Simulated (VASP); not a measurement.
Here is a VASP 6.6.1 calculation.

Contents of INCAR:

```
PREC = Accurate
ENCUT = 520
EDIFF = 1E-6
ISMEAR = -1
SIGMA = 0.05
LREAL = F
LASPH = T
NELM = 60
ALGO = Normal
ISIF = 2
LWAVE = F
LCHARG = T
GGA = PE
LELF = T
LVHAR = T
NBANDS = 31
```

Contents of KPOINTS:

```
regular mesh
0
Gamma
  8 8 8
```

The input POSCAR:

```
CuSi4P3
1.0
    1.9357869250      1.1176271022     11.5543338505
   -1.9357869250      1.1176271022     11.5543338505
    0.0000000000     -2.2352542045     11.5543338505
Cu P Si
1 3 4
Direct
    0.9944980000      0.9944980000      0.9944980000
    0.3138850000      0.3138850000      0.3138850000
    0.5632290000      0.5632290000      0.5632290000
    0.8164080000      0.8164080000      0.8164080000
    0.0631480000      0.0631480000      0.0631480000
    0.2502400000      0.2502400000      0.2502400000
    0.4980110000      0.4980110000      0.4980110000
    0.7505810000      0.7505810000      0.7505810000
```

Potentials or basis: VASP PAW PBE potentials, release 64 (Cu, P, Si).

Launch:

```sh
$ cat potpaw_PBE.64/Cu/POTCAR potpaw_PBE.64/P/POTCAR potpaw_PBE.64/Si/POTCAR > POTCAR
$ mpirun -np 1 vasp_std > vasp.out
```

Question: Predict the pressure.

Answer: 0.6 GPa.

Question: What does it give for the largest force?

Answer: 0.633 eV/Å.

Stress tensor (GPa, compression positive):
```
-0.07  0.00  0.00
 0.00 -0.07  0.00
 0.00  0.00  2.01
```
